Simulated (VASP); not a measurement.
# SiC (Cmc2_1) in VASP: electric field gradients with PBE

Aim: the electric field gradients of SiC with PBE.

Everything below comes from runs of VASP 6.6.1. Logs are shortened: lines on timing, memory, paths and dates and some standing lists are left out, and cuts for length are marked.

### Step 1. The cell of the first run

The structure is orthorhombic, space group Cmc2_1 (No. 36). The conventional cell has a = 2.987 Å, b = 5.333 Å, c = 20.146 Å, α = 90.00°, β = 90.00°, γ = 90.00°. Within 2.5 Å of Si (site symmetry m) lie 4 C at 1.85 to 1.89 Å. Si (site symmetry m) has 4 C at 1.85 to 1.89 Å within 2.5 Å. Si (site symmetry m) has 4 C at 1.85 to 1.89 Å within 2.5 Å. Within 2.5 Å of Si (site symmetry m) lie 4 C at 1.85 to 1.89 Å. C (site symmetry m) has 4 Si at 1.85 to 1.89 Å within 2.5 Å. Within 2.5 Å of C (site symmetry m) lie 4 Si at 1.85 to 1.89 Å. C (site symmetry m) has 4 Si at 1.85 to 1.89 Å within 2.5 Å. C (site symmetry m) has 4 Si at 1.85 to 1.89 Å within 2.5 Å.

### Step 2. Electric field gradients, PBE (x stretched by -3 %)

Contents of INCAR:

```
SYSTEM = SiC
PREC     = Accurate       ! precision mode
ENCUT    = 520            ! plane-wave cutoff, eV
EDIFF    = 1E-8           ! SCF threshold, eV
ISMEAR   = -1             ! smearing method
SIGMA    = 0.02           ! smearing width, eV
LREAL    = Auto         
LASPH    = .TRUE.         ! aspherical terms in the spheres
NELM     = 100            ! most SCF steps
ALGO     = Normal         ! electronic algorithm
ISIF     = 2              ! what is computed and relaxed
LWAVE    = .FALSE.        ! write WAVECAR
LCHARG   = .FALSE.        ! write CHGCAR
GGA      = PE             ! functional
LEFG     = .TRUE.       
NBANDS   = 46             ! bands
```

Contents of KPOINTS:

```
Automatic mesh
0
G
  11 11 2
  0 0 0
```

Contents of POSCAR:

```
SiC
1.0
    2.9866300000      0.0000000000      0.0000000000
   -1.4933150000      2.6664922183      0.0000000000
    0.0000000000      0.0000000000     20.1460000000
Si C
8 8
Direct
    0.3333333333      0.6666666667      0.2501057633
    0.6666666667      0.3333333333      0.7501057633
    0.3333333333      0.6666666667      0.6250022525
    0.6666666667      0.3333333333      0.1250022525
    0.0000000000      0.0000000000      0.0000978166
    0.0000000000      0.0000000000      0.5000978166
    0.3333333333      0.6666666667      0.8751755900
    0.6666666667      0.3333333333      0.3751755900
    0.3333333333      0.6666666667      0.9689114651
    0.6666666667      0.3333333333      0.4689114651
    0.0000000000      0.0000000000      0.0938682979
    0.0000000000      0.0000000000      0.5938682979
    0.3333333333      0.6666666667      0.3441204749
    0.6666666667      0.3333333333      0.8441204749
    0.3333333333      0.6666666667      0.7187183397
    0.6666666667      0.3333333333      0.2187183397
```

Potentials or basis: VASP PAW PBE potentials, release 64 (Si, C).

Run with:

```
$ cat potpaw_PBE.64/Si/POTCAR potpaw_PBE.64/C/POTCAR > POTCAR
$ mpirun -np 1 vasp_std > vasp.out
```

OUTCAR:

```text
SYSTEM = SiC
   PREC = Accurate
   ENCUT = 520
   EDIFF = 1E-8
   ISMEAR = -1
   LREAL = Auto
   LASPH = .TRUE.
   NELM = 100
   ISIF = 2
   GGA = PE

 ion  position               nearest neighbor table
   1  0.333  0.667  0.250-  16 1.85  16 1.85  16 1.89  13 1.89   8 3.06   8 3.06   4 3.06   4 3.06
                             8 3.08   4 3.08
   2  0.667  0.333  0.750-  15 1.85  15 1.85  15 1.89  14 1.89   7 3.06   7 3.06   3 3.06   3 3.06
                             7 3.08   3 3.08
   3  0.333  0.667  0.625-  12 1.85  12 1.85  12 1.89  15 1.89   6 3.06   6 3.06   2 3.06   2 3.06
                             6 3.08   2 3.08
   4  0.667  0.333  0.125-  11 1.85  11 1.85  11 1.89  16 1.89   5 3.06   5 3.06   1 3.06   1 3.06
                             5 3.08   1 3.08
   5  0.000  0.000  0.000-   9 1.85   9 1.85   9 1.89  11 1.89   4 3.06   4 3.06   7 3.06   7 3.06
                             4 3.08   7 3.08
   6  0.000  0.000  0.500-  10 1.85  10 1.85  10 1.89  12 1.89   3 3.06   3 3.06   8 3.06   8 3.06
                             3 3.08   8 3.08
   7  0.333  0.667  0.875-  14 1.85  14 1.85  14 1.88   9 1.89   5 3.06   5 3.06   2 3.06   2 3.06
                             5 3.08   2 3.08
   8  0.667  0.333  0.375-  13 1.85  13 1.85  13 1.88  10 1.89   6 3.06   6 3.06   1 3.06   1 3.06
                             6 3.08   1 3.08
   9  0.333  0.667  0.969-   5 1.85   5 1.85   5 1.89   7 1.89
  10  0.667  0.333  0.469-   6 1.85   6 1.85   6 1.89   8 1.89
  11  0.000  0.000  0.094-   4 1.85   4 1.85   4 1.89   5 1.89
  12  0.000  0.000  0.594-   3 1.85   3 1.85   3 1.89   6 1.89
  13  0.333  0.667  0.344-   8 1.85   8 1.85   8 1.88   1 1.89
  14  0.667  0.333  0.844-   7 1.85   7 1.85   7 1.88   2 1.89
  15  0.333  0.667  0.719-   2 1.85   2 1.85   2 1.89   3 1.89
  16  0.667  0.333  0.219-   1 1.85   1 1.85   1 1.89   4 1.89

  LATTYP: Found a base centered orthorhombic cell.
 ALAT       =     2.9866300000
 B/A-ratio  =     1.7856193893
 C/A-ratio  =     6.7453953118

  Lattice vectors:

 A1 = (   1.4933150000,  -2.6664922183,   0.0000000000)
 A2 = (   1.4933150000,   2.6664922183,   0.0000000000)
 A3 = (   0.0000000000,   0.0000000000,  20.1460000000)

Analysis of symmetry for initial positions (statically):
=====================================================================
 Subroutine PRICEL returns:
 Original cell was already a primitive cell.

 Routine SETGRP: Setting up the symmetry group for a
 base centered orthorhombic supercell.

 Subroutine GETGRP returns: Found  4 space group operations
 (whereof  2 operations were pure point group operations)
 out of a pool of  8 trial point group operations.

The static configuration has the point symmetry C_1h.
 The point group associated with its full space group is C_2v.

Analysis of symmetry for dynamics (positions and initial velocities):
=====================================================================
 Subroutine PRICEL returns:
 Original cell was already a primitive cell.

 Routine SETGRP: Setting up the symmetry group for a
 base centered orthorhombic supercell.

 Subroutine GETGRP returns: Found  4 space group operations
 (whereof  2 operations were pure point group operations)
 out of a pool of  8 trial point group operations.

The dynamic configuration has the point symmetry C_1h.
 The point group associated with its full space group is C_2v.

 Subroutine INISYM returns: Found  4 space group operations
 (whereof  2 operations are pure point group operations),
 and found     1 'primitive' translations

----------------------------------------------------------------------------------------

                                     Primitive cell

  volume of cell :     160.4392

  direct lattice vectors                    reciprocal lattice vectors
     2.986630000  0.000000000  0.000000000     0.334825539  0.187512267  0.000000000
    -1.493315000  2.666492218  0.000000000     0.000000000  0.375024533  0.000000000
     0.000000000  0.000000000 20.146000000     0.000000000  0.000000000  0.049637645

  length of vectors
     2.986630000  3.056169243 20.146000000     0.383756423  0.375024533  0.049637645

  position of ions in fractional coordinates (direct lattice)
[... 118 lines left out ...]
   NELECT =      64.0000    total number of electrons
   NUPDOWN=      -1.0000    fix difference up-down
   EMIN   =  10.00;   EMAX   =-10.00  energy-range for DOS
   EFERMI =   0.00;   METHOD = LEGACY
   ISMEAR =    -1;   SIGMA  =   0.02  broadening in eV -4-tet -1-fermi 0-gaus
   EFERMI_NEDOS =   21; number of points for ismear=-14 and -15
   IALGO  =     38    algorithm
   IMIX   =      4    mixing-type and parameters
     AMIX     =   0.40;   BMIX     =  1.00
     AMIX_MAG =   1.60;   BMIX_MAG =  1.00
  volume/ion in A,a.u.               =      10.03        67.67
  Fermi-wavevector in a.u.,A,eV,Ry     =   1.205123  2.277352 19.760026  1.452321
  Thomas-Fermi vector in A             =   2.340828
   LORBIT       =      0    0 simple, 1 ext, 2 COOP (PROOUT), +10 PAW based schemes
   GGA     = PE    functional components
   LHFCALC =     F    Hartree Fock is set to
   AEXX    =    0.0000 exact exchange contribution
   IVDW    =     0    specifies the selected vdW correction
   LEPSILON=     F    determine dielectric tensor
   LRPA    =     F    only Hartree local field effects (RPA)
 non-spin polarized calculation
  energy-cutoff  :      520.00
  volume of cell :      160.44
 maximum number of plane-waves:      4362
   NGX = 11   NGY = 11   NGZ = 75

 number of electron      63.9999995 magnetization

 Free energy of the ion-electron system (eV)
  ---------------------------------------------------
  ext. energy  EPLUGINS =         0.00000000
  ---------------------------------------------------
  free energy    TOTEN  =      -120.09336046 eV

  energy without entropy =     -120.09336046  energy(sigma->0) =     -120.09336046

 E-fermi :   9.0761     XC(G=0): -11.4924

 val. band max:        8.6372786394   @ k =   0.0000   0.0000   0.0000
 cond. band min:      10.2781906406   @ k =   0.4545  -0.0000   0.0000
 fundamental gap:      1.6409120012
 Fermi energy:         9.0760791599

 k-point     1 :       0.0000    0.0000    0.0000
  band No.  band energies     occupation
      1      -7.1971      2.00000
      2      -6.9097      2.00000
      3      -6.8745      2.00000
      4      -6.0093      2.00000
      5      -5.9938      2.00000
      6      -4.6636      2.00000
[... 1117 lines left out ...]
     43      15.9428      0.00000
     44      15.9996      0.00000

 [... further k-points ...]

 [bands above 44 left out]

------------------------ aborting loop because EDIFF is reached ----------------------------------------

  FORCE on cell =-STRESS in cart. coord.  units (eV):
  Direction    XX          YY          ZZ          XY          YZ          ZX
  --------------------------------------------------------------------------------------
  -------------------------------------------------------------------------------------
  Total       21.8027695      6.4643456      4.4541982      0.0000000      0.0000000      0.0000000
  in kB      217.7266910     64.5542104     44.4804882      0.0000000      0.0000000      0.0000000
  external PRESSURE =     108.9204632 kB  Pullay stress =       0.0000000 kB

 VOLUME and BASIS-vectors are now :
 -----------------------------------------------------------------------------
  energy-cutoff  :      520.00
  volume of cell :      160.44
      direct lattice vectors                 reciprocal lattice vectors
     2.986630000  0.000000000  0.000000000     0.334825539  0.187512267  0.000000000
    -1.493315000  2.666492218  0.000000000     0.000000000  0.375024533  0.000000000
     0.000000000  0.000000000 20.146000000     0.000000000  0.000000000  0.049637645

 POSITION                                       TOTAL-FORCE (eV/Angst)
 -----------------------------------------------------------------------------------
     -0.00000      1.77766      5.03863         0.000000      0.268588      0.179101
      1.49332      0.88883     15.11163         0.000000     -0.268588      0.179101
     -0.00000      1.77766     12.59130         0.000000     -0.254284      0.178769
      1.49332      0.88883      2.51830         0.000000      0.254284      0.178769
      0.00000      0.00000      0.00197         0.000000      0.254417      0.180566
      0.00000      0.00000     10.07497         0.000000     -0.254417      0.180566
[... 8 lines left out ...]
     -0.00000      1.77766     14.47930        -0.000000      0.247930     -0.155792
      1.49332      0.88883      4.40630         0.000000     -0.247930     -0.155792
 -----------------------------------------------------------------------------------
    total drift:                                0.000000      0.000000      0.010528

  FREE ENERGIE OF THE ION-ELECTRON SYSTEM (eV)
  ---------------------------------------------------
  free  energy   TOTEN  =      -120.0933604559 eV

  energy  without entropy=     -120.0933604559  energy(sigma->0) =     -120.09336046

 Electric field gradients (V/A^2)
---------------------------------------------------------------------
 ion       V_xx      V_yy      V_zz      V_xy      V_xz      V_yz
---------------------------------------------------------------------
   1      -6.470     1.935     4.535    -0.000     0.000    -4.775
   2      -6.470     1.935     4.535    -0.000    -0.000     4.775
   3      -7.684     0.833     6.850    -0.000     0.000     4.860
   4      -7.684     0.833     6.850    -0.000    -0.000    -4.860
   5      -7.449     0.989     6.459    -0.000     0.000    -4.863
   6      -7.449     0.989     6.459    -0.000    -0.000     4.863
[... 8 lines left out ...]
  15      -4.635     1.592     3.043     0.000     0.000     0.953
  16      -4.635     1.592     3.043     0.000    -0.000    -0.953
---------------------------------------------------------------------

 Electric field gradients after diagonalization (V/A^2)
 (convention: |V_zz| > |V_xx| > |V_yy|)
----------------------------------------------------------------------
 ion       V_xx      V_yy      V_zz     asymmetry (V_yy - V_xx)/ V_zz
----------------------------------------------------------------------
   1      -6.470    -1.714     8.183       0.581
   2      -6.470    -1.714     8.183       0.581
   3      -7.684    -1.874     9.557       0.608
   4      -7.684    -1.874     9.557       0.608
   5      -7.449    -1.855     9.304       0.601
   6      -7.449    -1.855     9.304       0.601
[... 8 lines left out ...]
  15       3.515     1.120    -4.635       0.517
  16       3.515     1.120    -4.635       0.517
----------------------------------------------------------------------

           NMR quadrupolar parameters

 Cq : quadrupolar parameter    Cq=e*Q*V_zz/h
 eta: asymmetry parameters     (V_yy - V_xx)/ V_zz
 Q  : nuclear electric quadrupole moment in mb (millibarn)
----------------------------------------------------------------------
 ion       Cq(MHz)       eta       Q (mb)
----------------------------------------------------------------------
   1       0.020       0.581       1.000
   2       0.020       0.581       1.000
   3       0.023       0.608       1.000
   4       0.023       0.608       1.000
   5       0.022       0.601       1.000
   6       0.022       0.601       1.000
[... 8 lines left out ...]
  15      -0.011       0.517       1.000
  16      -0.011       0.517       1.000
----------------------------------------------------------------------
```

Run time: 11 min. Hardware: 1 thread of Intel Xeon Platinum 8488C (Sapphire Rapids), shared host; peak memory 0.48 GiB.

Results:

```
Free energy            : -120.0934 eV
Pressure               : 10.9 GPa
Largest force          : 0.395 eV/Å
Band gap on the k mesh : 1.64 eV, indirect (least direct gap 2.76 eV)
```

Forces on the atoms (eV/Å):
```
Si   0.000  0.269  0.179
Si   0.000 -0.269  0.179
Si   0.000 -0.254  0.179
Si   0.000  0.254  0.179
Si   0.000  0.254  0.181
Si   0.000 -0.254  0.181
Si   0.000  0.262  0.192
Si   0.000 -0.262  0.192
C    0.000 -0.260 -0.182
C    0.000  0.260 -0.182
C    0.000 -0.256 -0.192
C    0.000  0.256 -0.192
C    0.000  0.341 -0.200
C    0.000 -0.341 -0.200
C    0.000  0.248 -0.156
C    0.000 -0.248 -0.156
```

Levels at points of the mesh, in eV from the valence-band top:
```csv
k point,band 30,band 31,band 32,band 33,band 34,band 35
"(0.00, 0.00, 0.00)",-0.22,-0.16,0.00,5.48,5.54,5.88
"(0.00, 0.00, 0.50)",-0.27,-0.05,-0.05,5.51,5.51,5.97
```

Electric field gradients, principal values (V/Å²):
```tsv
atom	least	middle	greatest (by size)
1 Si	-1.714	-6.470	8.183
2 Si	-1.714	-6.470	8.183
3 Si	-1.874	-7.684	9.557
4 Si	-1.874	-7.684	9.557
5 Si	-1.855	-7.449	9.304
6 Si	-1.855	-7.449	9.304
7 Si	-2.078	-7.724	9.802
8 Si	-2.078	-7.724	9.802
9 C	1.199	3.288	-4.487
10 C	1.199	3.288	-4.487
11 C	1.185	3.296	-4.481
12 C	1.185	3.296	-4.481
13 C	0.868	4.738	-5.606
14 C	0.868	4.738	-5.606
15 C	1.120	3.515	-4.635
16 C	1.120	3.515	-4.635
```

Caveat: the cell differs from its parent crystal (x stretched by -3 %); without QUAD_EFG the Cq values of the log hold for a quadrupole moment of 1 mb, not for the nuclei. A k mesh can miss the band edges.
